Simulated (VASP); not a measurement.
Al2GaSb3, 6 atoms in the cell. The structure is trigonal, space group P3m1 (No. 156). The conventional cell has a = 4.400 Å, b = 4.400 Å, c = 10.775 Å, α = 90.00°, β = 90.00°, γ = 120.00°. Within 3.6 Å of Al (site symmetry 3m) lie 4 Sb at 2.69 Å. Within 3.6 Å of Al (site symmetry 3m) lie 4 Sb at 2.69 to 2.70 Å. Ga (site symmetry 3m) has 4 Sb at 2.69 Å within 3.5 Å. Sb (site symmetry 3m) has 3 Ga at 2.69 Å and 1 Al at 2.69 Å within 3.6 Å. Sb (site symmetry 3m) has 4 Al at 2.69 to 2.70 Å within 3.6 Å. Within 3.5 Å of Sb (site symmetry 3m) lie 1 Ga at 2.69 Å and 3 Al at 2.69 Å. 

| Item | Value |
| --- | --- |
| Program | VASP 6.6.1 |
| Task | single point |
| Functional | PBE |
| Potentials or basis | VASP PAW PBE potentials, release 64 (Al, Ga_d, Sb) |
| Cutoff | 520 eV |
| k mesh | 12 × 12 × 4 |
| Occupations | gaussian, width 0.02 eV |
| Spin | no spin polarisation |
| Dipole correction | no |
| Further INCAR settings | ALGO = Normal; EDIFF = 1e-07; NBANDS = 26 |

Potentials or basis: VASP PAW PBE potentials, release 64 (Al, Ga_d, Sb).

Launch:

```console
$ cat potpaw_PBE.64/Al/POTCAR potpaw_PBE.64/Ga_d/POTCAR potpaw_PBE.64/Sb/POTCAR > POTCAR
$ mpirun -np 1 vasp_std > vasp.out
```

Hardware: 1 thread of AMD EPYC 7R43 64-Core Processor (Zen 3), on a shared host.

How long does it take, and how much memory?

Wall time 6.5 min on 1 thread of AMD EPYC 7R43 64-Core Processor (Zen 3), with other jobs on the host, peak memory 0.49 GiB. Counts: scf iterations 16, k points 69.
